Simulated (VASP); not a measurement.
Wanted: the native input for a VASP 6.6.1 run.

```yaml
Task: single point
Functional: r2SCAN
Potentials_or_basis: VASP PAW PBE potentials, release 64 (Cd, S)
Cutoff: 520 eV
k_mesh: 8 × 8 × 8
Occupations: gaussian, width 0.05 eV
Spin: no spin polarisation
Dipole_correction: no
Further_INCAR_settings: ALGO = Normal; EDIFF = 1e-07; NBANDS = 16
```

CdS:

```
Cd S
1.0
     0.00000    2.95403    2.95403
     2.95403    0.00000    2.95403
     2.95403    2.95403    0.00000
Cd S
1 1
Direct
  0.00000 0.00000 0.00000
  0.75000 0.75000 0.75000
```

One way to write it, as run:

POSCAR

```
CdS
1.0
    0.0000000000      2.9540267198      2.9540267198
    2.9540267198      0.0000000000      2.9540267198
    2.9540267198      2.9540267198      0.0000000000
Cd S
1 1
Direct
    0.0000000000      0.0000000000      0.0000000000
    0.7500000000      0.7500000000      0.7500000000
```

INCAR.step1

```
PREC = Accurate
ENCUT = 520
ISMEAR = 0
SIGMA = 0.05
LREAL = F
LASPH = T
NELM = 80
NBANDS = 16
GGA = PE
ALGO = Normal
EDIFF = 1E-4
LWAVE = T
LCHARG = F
```

INCAR.step2

```
PREC = Accurate
ENCUT = 520
EDIFF = 1E-7
ISMEAR = 0
SIGMA = 0.05
LREAL = F
LASPH = T
NELM = 80
ALGO = Normal
ISIF = 2
LWAVE = F
LCHARG = T
METAGGA = R2SCAN
LMIXTAU = T
LELF = T
LVHAR = T
NBANDS = 16
ISTART = 1
```

KPOINTS

```
regular mesh
0
Gamma
  8 8 8
```

Potentials or basis: VASP PAW PBE potentials, release 64 (Cd, S).

Command:

```bash
$ cat potpaw_PBE.64/Cd/POTCAR potpaw_PBE.64/S/POTCAR > POTCAR
$ cp INCAR.step1 INCAR
$ mpirun -np 1 vasp_std > vasp.out
$ cp INCAR.step2 INCAR
$ mpirun -np 1 vasp_std > vasp.out
```

Results of the run:

| Property | Result |
| --- | --- |
| Pressure | -0.6 GPa |
| Band gap on the k mesh | 1.50 eV, direct |

Caveat: the PAW data sets were made with another functional, which shifts forces and pressure a little.

Run time: 110 s on 1 thread of Intel Xeon 8259CL, on a shared host, peak memory 0.19 GiB.
